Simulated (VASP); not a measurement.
# ZnAu (Pm-3m) in VASP: further runs

ZnAu is run at these levels: BLYP, revPBE, PBEsol, PBE; tasks: single point.

All numbers are computed with VASP 6.6.1; they aren't measurements. Logs are shortened: lines on timing, memory, paths and dates and some standing lists are left out, and cuts for length are marked.

## 1. The cell of the first run

Symmetry: Pm-3m, No. 221, cubic system. Conventional cell: a = 3.147 Å, b = 3.147 Å, c = 3.147 Å, α = 90.00°, β = 90.00°, γ = 90.00°. Zn (site symmetry m-3m) has 8 Au at 2.73 Å and 6 Zn at 3.15 Å within 3.6 Å. Au (site symmetry m-3m) has 8 Zn at 2.73 Å and 6 Au at 3.15 Å within 3.6 Å.

## 2. Single point, BLYP

INCAR reads:

```
SYSTEM = ZnAu
PREC = Accurate
ENCUT = 520
EDIFF = 1E-7
ISMEAR = -1
SIGMA = 0.15
LREAL = .FALSE.
LASPH = .TRUE.
NELM = 80
ALGO = Normal
ISIF = 2
LWAVE = .FALSE.
LCHARG = .TRUE.
GGA = B5
ALDAX = 1.0
AGGAX = 1.0
AGGAC = 1.0
ALDAC = 0.0
LELF = .TRUE.
LVHAR = .TRUE.
NBANDS = 18
```

KPOINTS reads:

```
Automatic mesh
0
G
  10 10 10
  0 0 0
```

POSCAR reads:

```
ZnAu
1.0
    3.1470000000      0.0000000000      0.0000000000
    0.0000000000      3.1470000000      0.0000000000
    0.0000000000      0.0000000000      3.1470000000
Zn Au
1 1
Direct
    0.5000000000      0.5000000000      0.5000000000
    0.0000000000      0.0000000000      0.0000000000
```

Potentials or basis: VASP PAW PBE potentials, release 64 (Zn, Au).

Launch:

```
> cat potpaw_PBE.64/Zn/POTCAR potpaw_PBE.64/Au/POTCAR > POTCAR
> mpirun -np 1 vasp_std > vasp.out
```

OUTCAR:

```text
SYSTEM = ZnAu
   PREC = Accurate
   ENCUT = 520
   EDIFF = 1E-7
   ISMEAR = -1
   LREAL = .FALSE.
   LASPH = .TRUE.
   NELM = 80
   ISIF = 2
   GGA = B5

 ion  position               nearest neighbor table
   1  0.500  0.500  0.500-   2 2.73   2 2.73   2 2.73   2 2.73   2 2.73   2 2.73   2 2.73   2 2.73

   2  0.000  0.000  0.000-   1 2.73   1 2.73   1 2.73   1 2.73   1 2.73   1 2.73   1 2.73   1 2.73

  LATTYP: Found a simple cubic cell.
 ALAT       =     3.1470000000

  Lattice vectors:

 A1 = (   3.1470000000,   0.0000000000,   0.0000000000)
 A2 = (   0.0000000000,   3.1470000000,   0.0000000000)
 A3 = (   0.0000000000,   0.0000000000,   3.1470000000)

Analysis of symmetry for initial positions (statically):
=====================================================================
 Subroutine PRICEL returns:
 Original cell was already a primitive cell.

 Routine SETGRP: Setting up the symmetry group for a
 simple cubic supercell.

 Subroutine GETGRP returns: Found 48 space group operations
 (whereof 48 operations were pure point group operations)
 out of a pool of 48 trial point group operations.

The static configuration has the point symmetry O_h .

Analysis of symmetry for dynamics (positions and initial velocities):
=====================================================================
 Subroutine PRICEL returns:
 Original cell was already a primitive cell.

 Routine SETGRP: Setting up the symmetry group for a
 simple cubic supercell.

 Subroutine GETGRP returns: Found 48 space group operations
 (whereof 48 operations were pure point group operations)
 out of a pool of 48 trial point group operations.

The dynamic configuration has the point symmetry O_h .

 Subroutine INISYM returns: Found 48 space group operations
 (whereof 48 operations are pure point group operations),
 and found     1 'primitive' translations

----------------------------------------------------------------------------------------

                                     Primitive cell

  volume of cell :      31.1667

  direct lattice vectors                    reciprocal lattice vectors
     3.147000000  0.000000000  0.000000000     0.317762949  0.000000000  0.000000000
     0.000000000  3.147000000  0.000000000     0.000000000  0.317762949  0.000000000
     0.000000000  0.000000000  3.147000000     0.000000000  0.000000000  0.317762949

  length of vectors
     3.147000000  3.147000000  3.147000000     0.317762949  0.317762949  0.317762949

  position of ions in fractional coordinates (direct lattice)
     0.500000000  0.500000000  0.500000000
     0.000000000  0.000000000  0.000000000

  ion indices of the primitive-cell ions
   primitive index   ion index
                 1           1
                 2           2

----------------------------------------------------------------------------------------

 KPOINTS: Automatic mesh

Automatic generation of k-mesh.
 Grid dimensions read from file:
 generate k-points for:   10   10   10

 Generating k-lattice:

  Cartesian coordinates                     Fractional coordinates (reciprocal lattice)
     0.031776295  0.000000000  0.000000000     0.100000000  0.000000000  0.000000000
     0.000000000  0.031776295  0.000000000     0.000000000  0.100000000  0.000000000
     0.000000000  0.000000000  0.031776295     0.000000000  0.000000000  0.100000000

  Length of vectors
     0.031776295  0.031776295  0.031776295

  Shift w.r.t. Gamma in fractional coordinates (k-lattice)
     0.000000000  0.000000000  0.000000000

 Subroutine IBZKPT returns following result:
 ===========================================

 Found     56 irreducible k-points:

 Following reciprocal coordinates:
            Coordinates               Weight
  0.000000  0.000000  0.000000      1.000000
  0.100000  0.000000  0.000000      6.000000
  0.200000  0.000000  0.000000      6.000000
  0.300000  0.000000  0.000000      6.000000
  0.400000  0.000000  0.000000      6.000000
  0.500000  0.000000  0.000000      3.000000
[... 16 lines left out ...]
  0.200000  0.100000  0.100000     24.000000
  0.300000  0.100000  0.100000     24.000000
 [... further k-points ...]
   k-points           NKPTS =     56   k-points in BZ     NKDIM =     56   number of bands    NBANDS=     18
   number of dos      NEDOS =    301   number of ions     NIONS =      2
   total plane-waves  NPLWV =  13824
   dimension x,y,z NGX =    24 NGY =   24 NGZ =   24
   dimension x,y,z NGXF=    48 NGYF=   48 NGZF=   48
   ions per type =               1   1
   NGX,Y,Z   is equivalent  to a cutoff of  12.68, 12.68, 12.68 a.u.
   NGXF,Y,Z  is equivalent  to a cutoff of  25.36, 25.36, 25.36 a.u.
 SYSTEM =  ZnAu
   PREC   = accura    normal or accurate (medium, high low for compatibility)
   ISTART =      0    job   : 0-new  1-cont  2-samecut
   ICHARG =      2    charge: 1-file 2-atom 10-const
   ISPIN  =      1    spin polarized calculation?
   LNONCOLLINEAR =      F non collinear calculations
   LSORBIT =      F    spin-orbit coupling
   LASPH  =      T    aspherical Exc in radial PAW
   ENCUT  =  520.0 eV  38.22 Ry    6.18 a.u.   5.85  5.85  5.85*2*pi/ulx,y,z
   NELM   =     80;   NELMIN=  2; NELMDL= -5     # of ELM steps
   EDIFF  = 0.1E-06   stopping-criterion for ELM
   LREAL  =      F    real-space projection
   EDIFFG = 0.1E-05   stopping-criterion for IOM
   NSW    =      0    number of steps for IOM
   IBRION =     -1    ionic relax: 0-MD 1-quasi-New 2-CG
   NFREE  =      0    steps in history (QN), initial steepest desc. (CG)
   ISIF   =      2    stress and relaxation
   ISYM   =      2    0-nonsym 1-usesym 2-fastsym
   POTIM  = 0.5000    time-step for ionic-motion
   TEBEG  =    0.0;   TEEND  =   0.0 temperature during run
   PSTRESS=    0.0 pullay stress
   NELECT =      23.0000    total number of electrons
   NUPDOWN=      -1.0000    fix difference up-down
   EMIN   =  10.00;   EMAX   =-10.00  energy-range for DOS
   EFERMI =   0.00;   METHOD = LEGACY
   ISMEAR =    -1;   SIGMA  =   0.15  broadening in eV -4-tet -1-fermi 0-gaus
   EFERMI_NEDOS =   21; number of points for ismear=-14 and -15
   IALGO  =     38    algorithm
   IMIX   =      4    mixing-type and parameters
     AMIX     =   0.40;   BMIX     =  1.00
     AMIX_MAG =   1.60;   BMIX_MAG =  1.00
  volume/ion in A,a.u.               =      15.58       105.16
  Fermi-wavevector in a.u.,A,eV,Ry     =   1.479406  2.795672 29.778283  2.188642
  Thomas-Fermi vector in A             =   2.593568
   LORBIT       =      0    0 simple, 1 ext, 2 COOP (PROOUT), +10 PAW based schemes
   GGA     = B5    functional components
   LHFCALC =     F    Hartree Fock is set to
   AEXX    =    0.0000 exact exchange contribution
   IVDW    =     0    specifies the selected vdW correction
   LEPSILON=     F    determine dielectric tensor
   LRPA    =     F    only Hartree local field effects (RPA)
 non-spin polarized calculation
  energy-cutoff  :      520.00
  volume of cell :       31.17
 maximum number of plane-waves:       862
 NGX is ok and might be reduce to    24
   NGX = 11   NGY = 11   NGZ = 11

 number of electron      23.0000000 magnetization

 Free energy of the ion-electron system (eV)
  ---------------------------------------------------
  ext. energy  EPLUGINS =         0.00000000
  ---------------------------------------------------
  free energy    TOTEN  =        -3.04772521 eV

  energy without entropy =       -3.01319965  energy(sigma->0) =       -3.03046243

 E-fermi :   7.6885     XC(G=0): -11.7754

 val. band max:        7.6729813097   @ k =   0.3000   0.1000   0.1000
 cond. band min:       7.7959538885   @ k =   0.4000   0.3000   0.2000
 fundamental gap:      0.1229725788
 Fermi energy:         7.6885229802

 k-point     1 :       0.0000    0.0000    0.0000
  band No.  band energies     occupation
      1      -2.9166      2.00000
      2      -0.6444      2.00000
      3      -0.6444      2.00000
      4      -0.0123      2.00000
      5      -0.0123      2.00000
      6      -0.0123      2.00000
[... 10 lines left out ...]
     17      20.1473      0.00000
     18      26.1893      0.00000

 k-point     2 :       0.1000    0.0000    0.0000
  band No.  band energies     occupation
      1      -2.7390      2.00000
      2      -0.6089      2.00000
      3      -0.5943      2.00000
      4      -0.0143      2.00000
      5      -0.0143      2.00000
      6       0.0017      2.00000
[... 10 lines left out ...]
     17      20.9322      0.00000
     18      26.0424      0.00000

 k-point     3 :       0.2000    0.0000    0.0000
  band No.  band energies     occupation
      1      -2.2221      2.00000
      2      -0.5118      2.00000
      3      -0.4644      2.00000
      4      -0.0184      2.00000
      5      -0.0184      2.00000
      6       0.0389      2.00000
[... 10 lines left out ...]
     17      23.1731      0.00000
     18      25.0988      0.00000

 k-point     4 :       0.3000    0.0000    0.0000
  band No.  band energies     occupation
      1      -1.4253      2.00000
      2      -0.3818      2.00000
      3      -0.3032      2.00000
      4      -0.0206      2.00000
      5      -0.0206      2.00000
      6       0.0860      2.00000
[... 375 lines left out ...]
      4      -0.0433      2.00000
      5      -0.0433      2.00000
      6       0.0588      2.00000
[... 10 lines left out ...]
     17      20.9153      0.00000
     18      25.0455      0.00000

 k-point    23 :       0.2000    0.1000    0.1000
  band No.  band energies     occupation
      1      -1.9028      2.00000
      2      -0.4429      2.00000
      3      -0.3977      2.00000
      4      -0.0675      2.00000
      5      -0.0525      2.00000
      6       0.0867      2.00000
[... 10 lines left out ...]
     17      22.7829      0.00000
     18      23.1290      0.00000

 k-point    24 :       0.3000    0.1000    0.1000
  band No.  band energies     occupation
      1      -1.1837      2.00000
      2      -0.3383      2.00000
      3      -0.2575      2.00000
      4      -0.0626      2.00000
      5      -0.0376      2.00000
      6       0.1063      2.00000
[... 10 lines left out ...]
     17      20.6728      0.00000
     18      22.5572      0.00000

 [... further k-points ...]

------------------------ aborting loop because EDIFF is reached ----------------------------------------

  FORCE on cell =-STRESS in cart. coord.  units (eV):
  Direction    XX          YY          ZZ          XY          YZ          ZX
  --------------------------------------------------------------------------------------
  -------------------------------------------------------------------------------------
  Total        2.7979615      2.7979615      2.7979615      0.0000000     -0.0000000      0.0000000
  in kB      143.8341747    143.8341747    143.8341747      0.0000000     -0.0000000      0.0000000
  external PRESSURE =     143.8341747 kB  Pullay stress =       0.0000000 kB

 VOLUME and BASIS-vectors are now :
 -----------------------------------------------------------------------------
  energy-cutoff  :      520.00
  volume of cell :       31.17
      direct lattice vectors                 reciprocal lattice vectors
     3.147000000  0.000000000  0.000000000     0.317762949  0.000000000  0.000000000
     0.000000000  3.147000000  0.000000000     0.000000000  0.317762949  0.000000000
     0.000000000  0.000000000  3.147000000     0.000000000  0.000000000  0.317762949

 POSITION                                       TOTAL-FORCE (eV/Angst)
 -----------------------------------------------------------------------------------
      1.57350      1.57350      1.57350         0.000000      0.000000      0.000000
      0.00000      0.00000      0.00000         0.000000      0.000000      0.000000
 -----------------------------------------------------------------------------------
    total drift:                                0.000000      0.000000     -0.000000

  FREE ENERGIE OF THE ION-ELECTRON SYSTEM (eV)
  ---------------------------------------------------
  free  energy   TOTEN  =        -3.0477252086 eV

  energy  without entropy=       -3.0131996542  energy(sigma->0) =       -3.03046243
```

Wall time 12 s (1 thread of Intel Xeon 6975P-C (Granite Rapids), shared host); peak memory 0.16 GiB.

What came out:

```
Free energy : -3.0477 eV
Pressure    : 14.4 GPa
```

Caveat: the PAW data sets were made with another functional, which shifts forces and pressure a little; spin-orbit coupling is left out, which moves the levels of the heavy elements.

## 3. Single point, revPBE

INCAR reads:

```
SYSTEM = ZnAu
ALGO = Normal ; EDIFF = 1E-7
ENCUT = 520 ; GGA = RE
ISIF = 2 ; ISMEAR = -1
LASPH = .TRUE. ; LCHARG = .FALSE.
LREAL = .FALSE. ; LWAVE = .FALSE.
NBANDS = 18 ; NELM = 80
PREC = Accurate ; SIGMA = 0.15
```

KPOINTS reads:

```
k-points
0
G
  10 10 10
  0 0 0
```

POSCAR is that of step 2.

Potentials or basis: VASP PAW PBE potentials, release 64 (Zn, Au).

Launch:

```
> cat potpaw_PBE.64/Zn/POTCAR potpaw_PBE.64/Au/POTCAR > POTCAR
> mpirun -np 1 vasp_std > vasp.out
```

Run time: 7.7 s. Hardware: 1 thread of Intel Xeon 6975P-C (Granite Rapids), shared host; peak memory 0.16 GiB.

Results (log left out):

```yaml
Free_energy: -3.9374 eV
Pressure: 7.7 GPa
```

Levels at points of the mesh, in eV from the Fermi level:
| k point | band 8 | band 9 | band 10 | band 11 | band 12 | band 13 | band 14 | band 15 |
| --- | --- | --- | --- | --- | --- | --- | --- | --- |
| (0.00, 0.00, 0.00) | -5.47 | -3.79 | -3.79 | -3.79 | 5.00 | 5.00 | 5.00 | 8.90 |
| (0.50, 0.00, 0.00) | -5.45 | -4.97 | -4.97 | -3.95 | -2.42 | 10.37 | 11.12 | 11.12 |
| (0.50, 0.50, 0.00) | -4.14 | -4.14 | -3.22 | -2.00 | -2.00 | 0.82 | 2.51 | 10.44 |
| (0.50, 0.50, 0.50) | -6.48 | -3.17 | -3.17 | 1.45 | 3.59 | 3.73 | 3.73 | 3.73 |

Caveat: the PAW data sets were made with another functional, which shifts forces and pressure a little; spin-orbit coupling is left out, which moves the levels of the heavy elements.

## 4. Single point, PBEsol

INCAR reads:

```
  PREC = Accurate
  ENCUT = 520
  EDIFF = 1E-6
  ISMEAR = -1
  SIGMA = 0.15
  LREAL = F
  LASPH = T
  NELM = 100
  ALGO = Normal
  ISIF = 2
  LWAVE = F
  LCHARG = F
  GGA = PS
  NBANDS = 18
```

KPOINTS reads:

```
Automatic mesh
0
Gamma
  10 10 10
```

POSCAR is that of step 3.

Launch:

```
> cat potpaw_PBE.64/Zn/POTCAR potpaw_PBE.64/Au/POTCAR > POTCAR
> mpirun -np 1 vasp_std > vasp.out
```

Run time: 7.8 s. Hardware: 1 thread of Intel Xeon 6975P-C (Granite Rapids), shared host; peak memory 0.16 GiB.

Results (log left out):

```
Free energy : -5.9683 eV
Pressure    : -2.3 GPa
```

Levels at points of the mesh, in eV from the Fermi level:
| k point | band 8 | band 9 | band 10 | band 11 | band 12 | band 13 | band 14 | band 15 |
| --- | --- | --- | --- | --- | --- | --- | --- | --- |
| (0.00, 0.00, 0.00) | -5.41 | -3.73 | -3.73 | -3.73 | 4.96 | 4.96 | 4.96 | 8.82 |
| (0.50, 0.00, 0.00) | -5.46 | -4.91 | -4.91 | -3.89 | -2.37 | 10.41 | 11.11 | 11.11 |
| (0.50, 0.50, 0.00) | -4.07 | -4.07 | -3.14 | -2.02 | -2.02 | 0.82 | 2.50 | 10.37 |
| (0.50, 0.50, 0.50) | -6.44 | -3.09 | -3.09 | 1.38 | 3.54 | 3.72 | 3.72 | 3.72 |

Caveat: the PAW data sets were made with another functional, which shifts forces and pressure a little; spin-orbit coupling is left out, which moves the levels of the heavy elements.

## 5. Single point, PBE

INCAR reads:

```
ALGO = Normal
EDIFF = 1E-6
ENCUT = 520
GGA = PE
ISIF = 2
ISMEAR = -1
LASPH = T
LCHARG = F
LREAL = F
LWAVE = F
NBANDS = 18
NELM = 80
PREC = Accurate
SIGMA = 0.15
```

KPOINTS reads:

```
k-points
0
Gamma
  10 10 10
```

POSCAR is that of step 4.

Launch:

```
> cat potpaw_PBE.64/Zn/POTCAR potpaw_PBE.64/Au/POTCAR > POTCAR
> mpirun -np 1 vasp_std > vasp.out
```

Wall time 7.3 s (1 thread of Intel Xeon 6975P-C (Granite Rapids), shared host); peak memory 0.16 GiB.

It converged, with:

| Property | Result |
| --- | --- |
| Free energy | -4.7496 eV |
| Pressure | 5.0 GPa |

Levels at points of the mesh, in eV from the Fermi level:
```
           k point  band 9  band 10  band 11  band 12  band 13  band 14
(0.00, 0.00, 0.00)   -3.77    -3.77    -3.77     4.98     4.98     4.98
(0.50, 0.00, 0.00)   -4.95    -4.95    -3.93    -2.40    10.41    11.13
(0.50, 0.50, 0.00)   -4.11    -3.19    -2.00    -2.00     0.82     2.48
(0.50, 0.50, 0.50)   -3.14    -3.14     1.39     3.57     3.74     3.74
```

Caveat: spin-orbit coupling is left out, which moves the levels of the heavy elements.

## 6. Summary

```tsv
level	gap on the mesh (eV)	pressure (GPa)
BLYP	none	14.4
revPBE	none	7.7
PBEsol	none	-2.3
PBE	none	5.0
```

Alike in all rows: task single point; potentials or basis VASP PAW PBE potentials, release 64 (Zn, Au); no spin polarisation; cell as given; k mesh 10 × 10 × 10; cutoff (eV) 520; smearing fermi-dirac 0.15 eV.

Every run on the cell as given and a fine mesh finds a metal. The pressure there spans -2.3 GPa (PBEsol) to 14.4 GPa (BLYP); a positive pressure means that this level wants a larger cell, a negative one a smaller.

Caveats: spin-orbit coupling is left out, which moves the levels of the heavy elements; the PAW data sets were made with another functional, which shifts forces and pressure a little (some runs).

Total energies depend on the potentials used, so only differences within one code and one set of settings carry meaning.
